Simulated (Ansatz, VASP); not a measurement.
# One calculation of Ga2O3, two programs

```
Ga O
1.0
     6.07700   -1.31595    0.11710
     6.19238    1.78027   -0.11636
    -1.39214   -0.48463    5.77169
Ga O
4 6
Direct
  0.14301 0.02665 0.78519
  0.85693 0.97341 0.21483
  0.61326 0.71150 0.29449
  0.38677 0.28848 0.70554
  0.16945 0.15208 0.09928
  0.83057 0.84790 0.90073
  0.19204 0.15825 0.57968
  0.80801 0.84171 0.42032
  0.45468 0.54658 0.26111
  0.54529 0.45343 0.73884
```

Change from the starting cell: cell sheared at random, sigma 0.06, atoms nudged by 0.01 Å; relaxed back.

Alike in both runs: functional PBE; k mesh 8 × 8 × 4; occupations gaussian, width 0.05 eV; no spin polarisation.

Ansatz relaxed the structure, and its values are those at the end. VASP's run is a single point on that final structure, the one shown.

|  | VASP | Ansatz |
| --- | --- | --- |
| version | VASP 6.6.1 | Ansatz 0.2.0 |
| potentials or method | VASP PAW PBE potentials, release 64 (Ga_d, O), cutoff 520 eV | scalar-relativistic, plane waves, PAW |
| valence electrons in the cell | 88 | 88 |

|  | VASP | Ansatz | Ansatz less VASP |
| --- | --- | --- | --- |
| gap on the k mesh at the Fermi level (eV) | 2.08 | 2.10 | +0.015 |
| least direct gap on the mesh (eV) | 2.20 | 2.22 | +0.015 |
| pressure (GPa) | 5.2 | 4.6 | -0.54 |
| rms of the force components (eV/Å) | 0.013 | 0.004 | -0.0096 |

Ansatz's warnings: stress scf threshold loose.
